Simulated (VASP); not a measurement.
Set up this calculation in VASP 6.6.1, as the native input.

```yaml
Task: molecular dynamics
Functional: PBE
Potentials_or_basis: VASP PAW PBE potentials, release 64 (C, Al, N)
Cutoff: 520 eV
k_mesh: 1 × 1 × 1, shifted
Occupations: fermi-dirac, width 0.05 eV
Spin: no spin polarisation
Dipole_correction: no
Further_INCAR_settings: LREAL = Auto; ALGO = Normal; EDIFF = 1e-05; ISYM = 0; IBRION = 0; POTIM = 2.0; NSW = 40
```

The structure of Al7C6N7 lies in POSCAR:

```
Al7C6N7
1.0
    5.8984000000      0.2046430000     -0.2479320000
    0.2046430000      6.1394710000      0.1573230000
   -0.2479320000      0.1573230000      6.0818960000
C Al N
6 7 7
Direct
    0.9670054161      0.1920705940      0.1511095522
    0.9410461899      0.4869197603      0.7539197167
    0.5351996072      0.0109074275      0.9362432786
    0.4869667567      0.2498102396      0.6638704947
    0.9964378627      0.9429154440      0.2263709970
    0.9842171771      0.0490854941      0.6582664913
    0.3455958783      0.0600731217      0.2418614319
    0.4909078161      0.8022329038      0.7055807366
    0.7242186533      0.2495766412      0.9028545344
    0.7517427819      0.2196013379      0.3889082089
    0.5940269767      0.7102361938      0.1436578375
    0.1997177195      0.6002380571      0.2229250422
    0.2178270931      0.3374878824      0.8402831612
    0.9141635889      0.7491986268      0.2017313199
    0.1304606392      0.9151109733      0.7151319771
    0.4545919259      0.7497384690      0.4022471576
    0.1812324728      0.3151367785      0.1771418951
    0.4872237623      0.1196663138      0.4924722770
    0.8137869047      0.4600538505      0.5975496609
    0.4813375902      0.5427671088      0.9131051675
```

One way to write it, as run:

INCAR

```
SYSTEM = Al7C6N7
ALGO = Normal ; EDIFF = 1E-5
ENCUT = 520 ; GGA = PE
IBRION = 0 ; ISIF = 2
ISMEAR = -1 ; ISYM = 0
LANGEVIN_GAMMA = 30 30 30 ; LASPH = .True.
LCHARG = .False. ; LREAL = Auto
LWAVE = .False. ; MDALGO = 3
NELM = 60 ; NELMIN = 4
NSW = 40 ; POTIM = 2.0
PREC = Accurate ; RANDOM_SEED = 22456 0 0
SIGMA = 0.05 ; TEBEG = 300.0
TEEND = 300.0
```

KPOINTS

```
Automatic mesh
0
Gamma
  1 1 1
  0.25 0.25 0.25
```

Potentials or basis: VASP PAW PBE potentials, release 64 (C, Al, N).

The run is started by

```bash
$ cat potpaw_PBE.64/C/POTCAR potpaw_PBE.64/Al/POTCAR potpaw_PBE.64/N/POTCAR > POTCAR
$ mpirun -np 1 vasp_std > vasp.out
```

It took 9.5 min on 1 thread of Intel(R) Xeon(R) 6975P-C (Granite Rapids), with other jobs on the host, peak memory 0.36 GiB.
